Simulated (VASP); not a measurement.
# W in VASP: single point with PBE

Aim: the single point of W with PBE.

All numbers are computed with VASP 6.6.1; they aren't measurements. Logs are shortened: lines on timing, memory, paths and dates and some standing lists are left out, and cuts for length are marked.

**1. The cell of the first run**

The cell holds a disordered packing, 10 atoms: a = 5.285 Å, b = 5.285 Å, c = 6.255 Å, α = 94.41°, β = 94.41°, γ = 92.93°.

**2. Single point, PBE**

Input file INCAR:

```
SYSTEM = W
PREC = Accurate ; ENCUT = 520
EDIFF = 1E-7 ; ISMEAR = 0
SIGMA = 0.1 ; LREAL = .False.
LASPH = .True. ; NELM = 80
ALGO = Fast ; ISIF = 2
LWAVE = .False. ; LCHARG = .False.
GGA = PE ; NBANDS = 81
ISYM = 0
```

Input file KPOINTS:

```
Automatic mesh
0
Gamma
  4 4 4
  0 0 0
```

Input file POSCAR:

```
W
1.0
    5.2776703629     -0.1393584480     -0.2336007461
   -0.1409870247      5.2777909854     -0.2304309953
   -0.2102712331     -0.2141017976      6.2480575717
W
10
Direct
    0.0489717099      0.6672287105      0.2827950552
    0.5689649868      0.5121761491      0.1472959151
    0.6475392814      0.2658144272      0.7393963611
    0.3486208136      0.9660616684      0.0110559999
    0.2161488068      0.4999673364      0.7827817405
    0.2947315662      0.2535974989      0.3748800267
    0.0611098698      0.0199926096      0.6472563410
    0.8025773234      0.7457896879      0.8749208614
    0.8147254272      0.0985438141      0.2393849851
    0.5150685091      0.7997142724      0.5111179858
```

Potentials or basis: VASP PAW PBE potentials, release 64 (W_sv).

On the command line:

```
> cat potpaw_PBE.64/W_sv/POTCAR > POTCAR
> mpirun -np 1 vasp_std > vasp.out
```

OUTCAR:

```text
SYSTEM = W
   PREC = Accurate
   ENCUT = 520
   EDIFF = 1E-7
   ISMEAR = 0
   LREAL = .False.
   LASPH = .True.
   NELM = 80
   ISIF = 2
   GGA = PE
   ISYM = 0

 ion  position               nearest neighbor table
   1  0.049  0.667  0.283-   9 2.67   6 2.68   2 2.68  10 2.78   7 2.83   8 2.84   4 2.91   2 3.07
                             9 3.18   6 3.29  10 3.34   5 3.38   5 3.38
   2  0.569  0.512  0.147-   6 2.53   8 2.54   9 2.68   1 2.68  10 2.68   5 2.83   3 2.84   4 2.88
                             1 3.07   4 3.09   9 3.29
   3  0.648  0.266  0.739-   5 2.67   7 2.68   8 2.68  10 2.78   6 2.83   2 2.84   4 2.91   8 3.07
                             5 3.17   7 3.29  10 3.34   9 3.38   9 3.38
   4  0.349  0.966  0.011-   7 2.68   6 2.68   5 2.78   9 2.78   8 2.88   2 2.88   1 2.91   3 2.91
                             8 3.09   2 3.09   5 3.34   9 3.34  10 3.38  10 3.38
   5  0.216  0.500  0.783-   3 2.67   8 2.68   7 2.68   4 2.78   2 2.83   6 2.84  10 2.91   7 3.07
                             3 3.17   8 3.29   4 3.34   1 3.38   1 3.38
   6  0.295  0.254  0.375-   2 2.53   7 2.54   1 2.68   9 2.68   4 2.68   3 2.83   5 2.84  10 2.88
                             9 3.07  10 3.09   1 3.29
   7  0.061  0.020  0.647-   8 2.53   6 2.54   3 2.68   5 2.68   4 2.68   1 2.83   9 2.84  10 2.88
                             5 3.07  10 3.09   3 3.29
   8  0.803  0.746  0.875-   7 2.53   2 2.54   5 2.68   3 2.68  10 2.68   9 2.83   1 2.84   4 2.88
                             3 3.07   4 3.09   5 3.29
   9  0.815  0.099  0.239-   1 2.67   2 2.68   6 2.68   4 2.78   8 2.83   7 2.84  10 2.91   6 3.07
                             1 3.18   2 3.29   4 3.34   3 3.38   3 3.38
  10  0.515  0.800  0.511-   8 2.68   2 2.68   3 2.78   1 2.78   7 2.88   6 2.88   9 2.91   5 2.91
                             7 3.09   6 3.09   3 3.34   1 3.34   4 3.38   4 3.38

IMPORTANT INFORMATION: All symmetrisations will be switched off!
NOSYMM: (Re-)initialisation of all symmetry stuff for point group C_1.

----------------------------------------------------------------------------------------

                                     Primitive cell

  volume of cell :     173.3800

  direct lattice vectors                    reciprocal lattice vectors
     5.277670363 -0.139358448 -0.233600746     0.189910096  0.005360181  0.006574884
    -0.140987025  5.277790985 -0.230430995     0.005310498  0.189906996  0.006686250
    -0.210271233 -0.214101798  6.248057572     0.007296163  0.007204255  0.160542153

  length of vectors
     5.284675444  5.284699941  6.255259946     0.190099461  0.190098854  0.160869258

  position of ions in fractional coordinates (direct lattice)
     0.048971710  0.667228710  0.282795055
     0.568964987  0.512176149  0.147295915
     0.647539281  0.265814427  0.739396361
     0.348620814  0.966061668  0.011056000
     0.216148807  0.499967336  0.782781740
     0.294731566  0.253597499  0.374880027
     0.061109870  0.019992610  0.647256341
     0.802577323  0.745789688  0.874920861
     0.814725427  0.098543814  0.239384985
     0.515068509  0.799714272  0.511117986

  ion indices of the primitive-cell ions
   primitive index   ion index
                 1           1
                 2           2
                 3           3
                 4           4
                 5           5
                 6           6
                 7           7
                 8           8
                 9           9
                10          10

----------------------------------------------------------------------------------------

 KPOINTS: Automatic mesh

Automatic generation of k-mesh.
 Grid dimensions read from file:
 generate k-points for:    4    4    4

 Generating k-lattice:

  Cartesian coordinates                     Fractional coordinates (reciprocal lattice)
     0.047477524  0.001340045  0.001643721     0.250000000 -0.000000000  0.000000000
     0.001327624  0.047476749  0.001671562     0.000000000  0.250000000 -0.000000000
     0.001824041  0.001801064  0.040135538     0.000000000 -0.000000000  0.250000000

  Length of vectors
     0.047524865  0.047524714  0.040217315

  Shift w.r.t. Gamma in fractional coordinates (k-lattice)
     0.000000000  0.000000000  0.000000000

 Subroutine IBZKPT returns following result:
 ===========================================

 Found     36 irreducible k-points:

 Following reciprocal coordinates:
            Coordinates               Weight
  0.000000  0.000000  0.000000      1.000000
  0.250000 -0.000000  0.000000      2.000000
  0.000000 -0.250000  0.000000      2.000000
  0.500000 -0.000000  0.000000      1.000000
 -0.000000  0.500000 -0.000000      1.000000
  0.250000  0.250000 -0.000000      2.000000
[... 16 lines left out ...]
  0.500000  0.500000  0.250000      2.000000
 -0.250000  0.500000  0.250000      2.000000
 [... further k-points ...]
   k-points           NKPTS =     36   k-points in BZ     NKDIM =     36   number of bands    NBANDS=     81
   number of dos      NEDOS =    301   number of ions     NIONS =     10
   total plane-waves  NPLWV =  76800
   dimension x,y,z NGX =    40 NGY =   40 NGZ =   48
   dimension x,y,z NGXF=    80 NGYF=   80 NGZF=   96
   ions per type =              10
   NGX,Y,Z   is equivalent  to a cutoff of  12.58, 12.58, 12.76 a.u.
   NGXF,Y,Z  is equivalent  to a cutoff of  25.17, 25.17, 25.51 a.u.
 SYSTEM =  W
   PREC   = accura    normal or accurate (medium, high low for compatibility)
   ISTART =      0    job   : 0-new  1-cont  2-samecut
   ICHARG =      2    charge: 1-file 2-atom 10-const
   ISPIN  =      1    spin polarized calculation?
   LNONCOLLINEAR =      F non collinear calculations
   LSORBIT =      F    spin-orbit coupling
   LASPH  =      T    aspherical Exc in radial PAW
   ENCUT  =  520.0 eV  38.22 Ry    6.18 a.u.   9.83  9.83 11.63*2*pi/ulx,y,z
   NELM   =     80;   NELMIN=  2; NELMDL= -5     # of ELM steps
   EDIFF  = 0.1E-06   stopping-criterion for ELM
   LREAL  =      F    real-space projection
   EDIFFG = 0.1E-05   stopping-criterion for IOM
   NSW    =      0    number of steps for IOM
   IBRION =     -1    ionic relax: 0-MD 1-quasi-New 2-CG
   NFREE  =      0    steps in history (QN), initial steepest desc. (CG)
   ISIF   =      2    stress and relaxation
   ISYM   =      0    0-nonsym 1-usesym 2-fastsym
   POTIM  = 0.5000    time-step for ionic-motion
   TEBEG  =    0.0;   TEEND  =   0.0 temperature during run
   PSTRESS=    0.0 pullay stress
   NELECT =     140.0000    total number of electrons
   NUPDOWN=      -1.0000    fix difference up-down
   EMIN   =  10.00;   EMAX   =-10.00  energy-range for DOS
   EFERMI =   0.00;   METHOD = LEGACY
   ISMEAR =     0;   SIGMA  =   0.10  broadening in eV -4-tet -1-fermi 0-gaus
   EFERMI_NEDOS =   21; number of points for ismear=-14 and -15
   IALGO  =     68    algorithm
   IMIX   =      4    mixing-type and parameters
     AMIX     =   0.40;   BMIX     =  1.00
     AMIX_MAG =   1.60;   BMIX_MAG =  1.00
  volume/ion in A,a.u.               =      17.34       117.00
  Fermi-wavevector in a.u.,A,eV,Ry     =   1.524466  2.880824 31.619912  2.323998
  Thomas-Fermi vector in A             =   2.632769
   LORBIT       =      0    0 simple, 1 ext, 2 COOP (PROOUT), +10 PAW based schemes
   GGA     = PE    functional components
   LHFCALC =     F    Hartree Fock is set to
   AEXX    =    0.0000 exact exchange contribution
   IVDW    =     0    specifies the selected vdW correction
   LEPSILON=     F    determine dielectric tensor
   LRPA    =     F    only Hartree local field effects (RPA)
 non-spin polarized calculation
 RMM-DIIS sequential band-by-band and
 Gauss-broadening in eV      SIGMA  =   0.10
  energy-cutoff  :      520.00
  volume of cell :      173.38
 maximum number of plane-waves:      4692
   NGX = 19   NGY = 19   NGZ = 23

 number of electron     140.0000019 magnetization

 Free energy of the ion-electron system (eV)
  ---------------------------------------------------
  ext. energy  EPLUGINS =         0.00000000
  ---------------------------------------------------
  free energy    TOTEN  =      -123.27075589 eV

  energy without entropy =     -123.23359582  energy(sigma->0) =     -123.25217586

 E-fermi :   9.8222     XC(G=0): -13.0354

 val. band max:        9.8202436893   @ k =  -0.2500   0.2500   0.5000
 cond. band min:       9.8309363425   @ k =  -0.2500   0.0000   0.2500
 fundamental gap:      0.0106926531
 Fermi energy:         9.8221503625

 k-point     1 :       0.0000    0.0000    0.0000
  band No.  band energies     occupation
      1     -64.1019      2.00000
      2     -64.0663      2.00000
      3     -64.0426      2.00000
      4     -64.0240      2.00000
      5     -64.0239      2.00000
      6     -64.0169      2.00000
[... 73 lines left out ...]
     80      11.4089      0.00000
     81      12.1498      0.00000

 k-point     2 :       0.2500   -0.0000    0.0000
  band No.  band energies     occupation
      1     -64.0941      2.00000
      2     -64.0661      2.00000
      3     -64.0429      2.00000
      4     -64.0355      2.00000
      5     -64.0227      2.00000
      6     -64.0131      2.00000
[... 73 lines left out ...]
     80      11.8447      0.00000
     81      12.0038      0.00000
[... 1762 lines left out ...]
     80      12.4401      0.00000
     81      12.7644      0.00000

 k-point    24 :      -0.2500    0.5000    0.2500
  band No.  band energies     occupation
      1     -64.0752      2.00000
      2     -64.0672      2.00000
      3     -64.0473      2.00000
      4     -64.0462      2.00000
      5     -64.0215      2.00000
      6     -64.0140      2.00000
[... 73 lines left out ...]
     80      12.2518      0.00000
     81      12.7340      0.00000

 [... further k-points ...]
[... 5 lines left out ...]
  --------------------------------------------------------------------------------------
  -------------------------------------------------------------------------------------
  Total        0.5942467      0.5912912      0.5751656      0.0929790     -0.0753002     -0.0808938
  in kB        5.4913411      5.4640298      5.3150160      0.8592044     -0.6958370     -0.7475270
  external PRESSURE =       5.4234623 kB  Pullay stress =       0.0000000 kB

 VOLUME and BASIS-vectors are now :
 -----------------------------------------------------------------------------
  energy-cutoff  :      520.00
  volume of cell :      173.38
      direct lattice vectors                 reciprocal lattice vectors
     5.277670363 -0.139358448 -0.233600746     0.189910096  0.005360181  0.006574884
    -0.140987025  5.277790985 -0.230430995     0.005310498  0.189906996  0.006686250
    -0.210271233 -0.214101798  6.248057572     0.007296163  0.007204255  0.160542153

 POSITION                                       TOTAL-FORCE (eV/Angst)
 -----------------------------------------------------------------------------------
      0.10492      3.45412      1.60173         0.003918     -0.009188     -0.007359
      2.89963      2.59233      0.66938        -0.013045     -0.003738      0.002120
      3.22455      1.15437      4.40727         0.005292     -0.005498      0.005930
      1.70138      5.04772     -0.23497        -0.006945      0.009800      0.002124
      0.90568      2.44101      4.72516        -0.005271      0.005458     -0.005968
      1.44092      1.21710      2.21499         0.012964      0.003787     -0.002049
      0.18360     -0.04158      4.02521        -0.002127     -0.012197      0.004119
      3.94662      3.63695      5.10722         0.002270      0.012062     -0.004208
      4.23562      0.35530      1.28266        -0.004091      0.009261      0.007216
      2.49814      4.03951      2.88890         0.007036     -0.009747     -0.001924
 -----------------------------------------------------------------------------------
    total drift:                                0.000027     -0.000085     -0.000214

  FREE ENERGIE OF THE ION-ELECTRON SYSTEM (eV)
  ---------------------------------------------------
  free  energy   TOTEN  =      -123.2707558929 eV

  energy  without entropy=     -123.2335958183  energy(sigma->0) =     -123.25217586
```

Run time: 15 min. Hardware: 1 thread of Oxide Virtual Turin-like, shared host; peak memory 0.44 GiB.

What came out:

* Free energy: -123.2708 eV
* Pressure: 0.5 GPa
* Largest force: 0.014 eV/Å
* Band gap on the k mesh: zero (bands 70 and 71 overlap by 0.34 eV)

Forces on the atoms (eV/Å):
```
W    0.004 -0.009 -0.007
W   -0.013 -0.004  0.002
W    0.005 -0.005  0.006
W   -0.007  0.010  0.002
W   -0.005  0.005 -0.006
W    0.013  0.004 -0.002
W   -0.002 -0.012  0.004
W    0.002  0.012 -0.004
W   -0.004  0.009  0.007
W    0.007 -0.010 -0.002
```

Caveat: spin-orbit coupling is left out, which moves the levels of the heavy elements.
